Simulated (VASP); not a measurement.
Wanted: the native input for a VASP 6.6.1 run.

- Task: single point
- Functional: LDA
- Potentials or basis: VASP PAW LDA potentials, release 64 (Te, Mo_sv)
- Cutoff: 520 eV
- k mesh: 12 × 12 × 2
- Occupations: gaussian, width 0.05 eV
- Spin: no spin polarisation
- Dipole correction: no
- Further INCAR settings: ALGO = Normal; EDIFF = 1e-06; NBANDS = 35

The structure of Te2Mo lies in POSCAR:

```
Te2Mo
1.0
    3.4699282939      0.0000000000      0.0000000000
   -1.7349641469      3.0050460519      0.0000000000
    0.0000000000      0.0000000000     25.1285054592
Te Mo
4 2
Direct
    0.3333333333      0.6666666667      0.0652056089
    0.6666666667      0.3333333333      0.7918890471
    0.6666666667      0.3333333333      0.9347943911
    0.3333333333      0.6666666667      0.2081109529
    0.3333333333      0.6666666667      0.8632306751
    0.6666666667      0.3333333333      0.1367693249
```

The input as run:

INCAR

```
  ALGO = Normal
  EDIFF = 1E-6
  ENCUT = 520
  GGA = CA
  ISIF = 2
  ISMEAR = 0
  LASPH = T
  LCHARG = F
  LREAL = F
  LWAVE = F
  NBANDS = 35
  NELM = 60
  PREC = Accurate
  SIGMA = 0.05
```

KPOINTS

```
k-points
0
Gamma
  12 12 2
```

Potentials or basis: VASP PAW LDA potentials, release 64 (Te, Mo_sv).

The run is started by

```sh
$ cat potpaw_LDA.64/Te/POTCAR potpaw_LDA.64/Mo_sv/POTCAR > POTCAR
$ mpirun -np 1 vasp_std > vasp.out
```

It gave:

```yaml
Largest_force: 0.058 eV/Å
Band_gap_on_the_k_mesh: 0.93 eV (least direct gap 1.18 eV)
```

Caveat: there is no dipole correction, which matters where the two faces differ; spin-orbit coupling is left out, which moves the levels of the heavy elements.

It took 6.9 min on 1 thread of Intel(R) Xeon(R) Platinum 8488C (Sapphire Rapids), with other jobs on the host, peak memory 0.47 GiB.
